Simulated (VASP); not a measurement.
# SnO (Pmn2_1) in VASP: single point with LDA

Aim: the single point of SnO with LDA.

Program: VASP 6.6.1. These are calculated values, not measurements. Logs are shortened: lines on timing, memory, paths and dates and some standing lists are left out, and cuts for length are marked.

## Step 1: The cell of the first run

It takes space group Pmn2_1 (No. 31, orthorhombic). The conventional cell has a = 3.355 Å, b = 5.674 Å, c = 4.222 Å, α = 90.00°, β = 90.00°, γ = 90.00°. Sn (site symmetry m) has 3 O at 2.15 to 2.16 Å within 2.8 Å. Within 2.8 Å of O (site symmetry m) lie 3 Sn at 2.15 to 2.16 Å.

## Step 2: Single point, LDA

Contents of INCAR:

```
SYSTEM = SnO
ALGO = Normal ; EDIFF = 1E-6
ENCUT = 1340 ; GGA_COMPAT = .FALSE.
ISIF = 2 ; ISMEAR = 0
LASPH = .TRUE. ; LCHARG = .FALSE.
LREAL = .FALSE. ; LWAVE = .FALSE.
NBANDS = 28 ; NELM = 120
PREC = Accurate ; SIGMA = 0.01
```

Contents of KPOINTS:

```
k-points
0
G
  6 4 6
  0 0 0
```

Contents of POSCAR:

```
SnO
1.0
    3.3550050000      0.0000000000      0.0000000000
    0.0000000000      5.6741040000      0.0000000000
    0.0000000000      0.0000000000      4.2219700000
Sn O
2 2
Direct
    0.0000000000      0.2319090000      0.5131440000
    0.5000000000      0.7680910000      0.0131440000
    0.0000000000      0.8912500000      0.7368570000
    0.5000000000      0.1087500000      0.2368570000
```

Potentials or basis: VASP PAW LDA potentials, release 64 (Sn_d, O_h).

Started as:

```
> cat potpaw_LDA.64/Sn_d/POTCAR potpaw_LDA.64/O_h/POTCAR > POTCAR
> mpirun -np 1 vasp_std > vasp.out
```

OUTCAR:

```text
SYSTEM = SnO
   EDIFF = 1E-6
   ENCUT = 1340
   ISIF = 2
   ISMEAR = 0
   LASPH = .TRUE.
   LREAL = .FALSE.
   NELM = 120
   PREC = Accurate

 ion  position               nearest neighbor table
   1  0.000  0.232  0.513-   3 2.15   4 2.16   4 2.16
   2  0.500  0.768  0.013-   4 2.15   3 2.16   3 2.16
   3  0.000  0.891  0.737-   1 2.15   2 2.16   2 2.16
   4  0.500  0.109  0.237-   2 2.15   1 2.16   1 2.16

  LATTYP: Found a simple orthorhombic cell.
 ALAT       =     3.3550050000
 B/A-ratio  =     1.2584094510
 C/A-ratio  =     1.6912356315

  Lattice vectors:

 A1 = (  -3.3550050000,   0.0000000000,   0.0000000000)
 A2 = (   0.0000000000,   0.0000000000,   4.2219700000)
 A3 = (   0.0000000000,   5.6741040000,   0.0000000000)

Analysis of symmetry for initial positions (statically):
=====================================================================
 Subroutine PRICEL returns:
 Original cell was already a primitive cell.

 Routine SETGRP: Setting up the symmetry group for a
 simple orthorhombic supercell.

 Subroutine GETGRP returns: Found  4 space group operations
 (whereof  2 operations were pure point group operations)
 out of a pool of  8 trial point group operations.

The static configuration has the point symmetry C_1h.
 The point group associated with its full space group is C_2v.

Analysis of symmetry for dynamics (positions and initial velocities):
=====================================================================
 Subroutine PRICEL returns:
 Original cell was already a primitive cell.

 Routine SETGRP: Setting up the symmetry group for a
 simple orthorhombic supercell.

 Subroutine GETGRP returns: Found  4 space group operations
 (whereof  2 operations were pure point group operations)
 out of a pool of  8 trial point group operations.

The dynamic configuration has the point symmetry C_1h.
 The point group associated with its full space group is C_2v.

 Subroutine INISYM returns: Found  4 space group operations
 (whereof  2 operations are pure point group operations),
 and found     1 'primitive' translations

----------------------------------------------------------------------------------------

                                     Primitive cell

  volume of cell :      80.3722

  direct lattice vectors                    reciprocal lattice vectors
     3.355005000  0.000000000  0.000000000     0.298062149  0.000000000  0.000000000
     0.000000000  5.674104000  0.000000000     0.000000000  0.176239279  0.000000000
     0.000000000  0.000000000  4.221970000     0.000000000  0.000000000  0.236856254

  length of vectors
     3.355005000  5.674104000  4.221970000     0.298062149  0.176239279  0.236856254

  position of ions in fractional coordinates (direct lattice)
     0.000000000  0.231909000  0.513144000
     0.500000000  0.768091000  0.013144000
     0.000000000  0.891250000  0.736857000
     0.500000000  0.108750000  0.236857000

  ion indices of the primitive-cell ions
   primitive index   ion index
                 1           1
                 2           2
                 3           3
                 4           4

----------------------------------------------------------------------------------------

 KPOINTS: k-points

Automatic generation of k-mesh.
 Grid dimensions read from file:
 generate k-points for:    6    4    6

 Generating k-lattice:

  Cartesian coordinates                     Fractional coordinates (reciprocal lattice)
     0.049677025  0.000000000  0.000000000     0.166666667  0.000000000  0.000000000
     0.000000000  0.044059820  0.000000000     0.000000000  0.250000000  0.000000000
     0.000000000  0.000000000  0.039476042     0.000000000  0.000000000  0.166666667

  Length of vectors
     0.049677025  0.044059820  0.039476042

  Shift w.r.t. Gamma in fractional coordinates (k-lattice)
     0.000000000  0.000000000  0.000000000

 Subroutine IBZKPT returns following result:
 ===========================================

 Found     48 irreducible k-points:

 Following reciprocal coordinates:
            Coordinates               Weight
  0.000000  0.000000  0.000000      1.000000
  0.166667  0.000000  0.000000      2.000000
  0.333333  0.000000  0.000000      2.000000
  0.500000  0.000000  0.000000      1.000000
  0.000000  0.250000  0.000000      2.000000
  0.166667  0.250000  0.000000      4.000000
[... 16 lines left out ...]
  0.333333  0.500000  0.166667      4.000000
  0.500000  0.500000  0.166667      2.000000
 [... further k-points ...]
   k-points           NKPTS =     48   k-points in BZ     NKDIM =     48   number of bands    NBANDS=     28
   number of dos      NEDOS =    301   number of ions     NIONS =      4
   total plane-waves  NPLWV = 140000
   dimension x,y,z NGX =    40 NGY =   70 NGZ =   50
   dimension x,y,z NGXF=    80 NGYF=  140 NGZF=  100
   ions per type =               2   2
   NGX,Y,Z   is equivalent  to a cutoff of  19.82, 20.51, 19.69 a.u.
   NGXF,Y,Z  is equivalent  to a cutoff of  39.64, 41.02, 39.38 a.u.
 SYSTEM =  SnO
   PREC   = accura    normal or accurate (medium, high low for compatibility)
   ISTART =      0    job   : 0-new  1-cont  2-samecut
   ICHARG =      2    charge: 1-file 2-atom 10-const
   ISPIN  =      1    spin polarized calculation?
   LNONCOLLINEAR =      F non collinear calculations
   LSORBIT =      F    spin-orbit coupling
   LASPH  =      T    aspherical Exc in radial PAW
   ENCUT  = 1340.0 eV  98.49 Ry    9.92 a.u.  10.01 16.94 12.60*2*pi/ulx,y,z
   NELM   =    120;   NELMIN=  2; NELMDL= -5     # of ELM steps
   EDIFF  = 0.1E-05   stopping-criterion for ELM
   LREAL  =      F    real-space projection
[... 7 lines left out ...]
   TEBEG  =    0.0;   TEEND  =   0.0 temperature during run
   PSTRESS=    0.0 pullay stress
   NELECT =      40.0000    total number of electrons
   NUPDOWN=      -1.0000    fix difference up-down
   EMIN   =  10.00;   EMAX   =-10.00  energy-range for DOS
   EFERMI =   0.00;   METHOD = LEGACY
   ISMEAR =     0;   SIGMA  =   0.01  broadening in eV -4-tet -1-fermi 0-gaus
   EFERMI_NEDOS =   21; number of points for ismear=-14 and -15
   IALGO  =     38    algorithm
   IMIX   =      4    mixing-type and parameters
     AMIX     =   0.40;   BMIX     =  1.00
     AMIX_MAG =   1.60;   BMIX_MAG =  1.00
  volume/ion in A,a.u.               =      20.09       135.59
  Fermi-wavevector in a.u.,A,eV,Ry     =   1.297357  2.451650 22.900458  1.683136
  Thomas-Fermi vector in A             =   2.428755
   LORBIT       =      0    0 simple, 1 ext, 2 COOP (PROOUT), +10 PAW based schemes
   GGA     = CA    functional components
   LHFCALC =     F    Hartree Fock is set to
   AEXX    =    0.0000 exact exchange contribution
   IVDW    =     0    specifies the selected vdW correction
   LEPSILON=     F    determine dielectric tensor
   LRPA    =     F    only Hartree local field effects (RPA)
 non-spin polarized calculation
 Gauss-broadening in eV      SIGMA  =   0.01
  energy-cutoff  :     1340.00
  volume of cell :       80.37
 maximum number of plane-waves:      8988
   NGX = 21   NGY = 33   NGZ = 25

 number of electron      40.0000001 magnetization

 Free energy of the ion-electron system (eV)
  ---------------------------------------------------
  ext. energy  EPLUGINS =         0.00000000
  ---------------------------------------------------
  free energy    TOTEN  =       -25.20302378 eV

  energy without entropy =      -25.20302378  energy(sigma->0) =      -25.20302378

 E-fermi :   4.8240     XC(G=0):  -9.9680

 val. band max:        4.7174371304   @ k =   0.0000   0.0000   0.0000
 cond. band min:       6.3183480047   @ k =   0.3333   0.5000   0.0000
 fundamental gap:      1.6009108742
 Fermi energy:         4.8239543061

 k-point     1 :       0.0000    0.0000    0.0000
  band No.  band energies     occupation
      1     -16.3569      2.00000
      2     -16.0508      2.00000
      3     -15.9650      2.00000
      4     -15.9407      2.00000
      5     -15.9139      2.00000
      6     -15.8808      2.00000
[... 20 lines left out ...]
     27      13.3641      0.00000
     28      13.9354      0.00000

 k-point     2 :       0.1667    0.0000    0.0000
  band No.  band energies     occupation
      1     -16.3452      2.00000
      2     -16.0491      2.00000
      3     -15.9821      2.00000
      4     -15.9482      2.00000
      5     -15.9263      2.00000
      6     -15.8817      2.00000
[... 20 lines left out ...]
     27      13.2913      0.00000
     28      14.1038      0.00000

 k-point     3 :       0.3333    0.0000    0.0000
  band No.  band energies     occupation
      1     -16.3381      2.00000
      2     -16.2015      2.00000
      3     -15.9364      2.00000
      4     -15.9240      2.00000
      5     -15.9072      2.00000
      6     -15.8886      2.00000
[... 20 lines left out ...]
     27      12.8195      0.00000
     28      14.3458      0.00000

 k-point     4 :       0.5000    0.0000    0.0000
  band No.  band energies     occupation
      1     -16.3106      2.00000
      2     -16.3106      2.00000
      3     -15.9253      2.00000
      4     -15.9253      2.00000
      5     -15.8911      2.00000
      6     -15.8911      2.00000
[... 578 lines left out ...]
     27      14.0417      0.00000
     28      15.0285      0.00000

 k-point    23 :       0.3333    0.5000    0.1667
  band No.  band energies     occupation
      1     -16.3364      2.00000
      2     -16.2183      2.00000
      3     -15.9340      2.00000
      4     -15.9333      2.00000
      5     -15.9001      2.00000
      6     -15.8900      2.00000
[... 20 lines left out ...]
     27      13.8890      0.00000
     28      14.4020      0.00000

 k-point    24 :       0.5000    0.5000    0.1667
  band No.  band energies     occupation
      1     -16.3196      2.00000
      2     -16.3196      2.00000
      3     -15.9294      2.00000
      4     -15.9294      2.00000
      5     -15.8847      2.00000
      6     -15.8847      2.00000
[... 20 lines left out ...]
     27      13.8204      0.00000
     28      13.8204      0.00000

 [... further k-points ...]

------------------------ aborting loop because EDIFF is reached ----------------------------------------

  FORCE on cell =-STRESS in cart. coord.  units (eV):
  Direction    XX          YY          ZZ          XY          YZ          ZX
  --------------------------------------------------------------------------------------
  -------------------------------------------------------------------------------------
  Total       -3.1207258     -2.4689693     -2.3393923      0.0000000      0.0000000      0.0000000
  in kB      -62.2100543    -49.2176265    -46.6345760      0.0000000      0.0000000      0.0000000
  external PRESSURE =     -52.6874189 kB  Pullay stress =       0.0000000 kB

 VOLUME and BASIS-vectors are now :
 -----------------------------------------------------------------------------
  energy-cutoff  :     1340.00
  volume of cell :       80.37
      direct lattice vectors                 reciprocal lattice vectors
     3.355005000  0.000000000  0.000000000     0.298062149  0.000000000  0.000000000
     0.000000000  5.674104000  0.000000000     0.000000000  0.176239279  0.000000000
     0.000000000  0.000000000  4.221970000     0.000000000  0.000000000  0.236856254

 POSITION                                       TOTAL-FORCE (eV/Angst)
 -----------------------------------------------------------------------------------
      0.00000      1.31588      2.16648         0.000000     -0.627936     -0.192289
      1.67750      4.35823      0.05549         0.000000      0.627936     -0.192289
      0.00000      5.05705      3.11099         0.000000      0.175518      0.192289
      1.67750      0.61706      1.00000         0.000000     -0.175518      0.192289
 -----------------------------------------------------------------------------------
    total drift:                               -0.000000      0.000000      0.000185

  FREE ENERGIE OF THE ION-ELECTRON SYSTEM (eV)
  ---------------------------------------------------
  free  energy   TOTEN  =       -25.2030237808 eV

  energy  without entropy=      -25.2030237808  energy(sigma->0) =      -25.20302378
```

It took 4.8 min on 1 thread of AMD EPYC 7R13 (Zen 3), shared host; peak memory 0.51 GiB.

What came out:

- Free energy: -25.2030 eV
- Pressure: -5.3 GPa
- Largest force: 0.657 eV/Å
- Band gap on the k mesh: 1.60 eV (least direct gap 2.35 eV)

Forces on the atoms (eV/Å):
```
Sn   0.000 -0.628 -0.192
Sn   0.000  0.628 -0.192
O    0.000  0.176  0.192
O    0.000 -0.176  0.192
```

Levels at points of the mesh, in eV from the valence-band top:
```tsv
k point	band 18	band 19	band 20	band 21	band 22	band 23
(0.00, 0.00, 0.00)	-2.62	-2.03	0.00	2.59	3.12	5.81
(0.50, 0.00, 0.00)	-2.56	-1.25	-1.25	2.54	2.54	5.46
(0.00, 0.50, 0.00)	-2.65	-1.58	-1.35	3.25	3.86	4.81
(0.50, 0.50, 0.00)	-2.64	-0.90	-0.90	1.85	1.85	6.19
(0.00, 0.00, 0.50)	-3.19	-1.65	-1.65	2.60	2.60	5.16
(0.50, 0.00, 0.50)	-3.14	-1.07	-1.07	2.08	2.08	4.53
(0.00, 0.50, 0.50)	-2.91	-1.50	-1.50	1.88	1.88	5.87
(0.50, 0.50, 0.50)	-3.42	-0.43	-0.43	2.41	2.41	4.09
```

Caveat: the cell stands under tension; spin-orbit coupling is left out, which moves the levels of the heavy elements. A k mesh can miss the band edges.
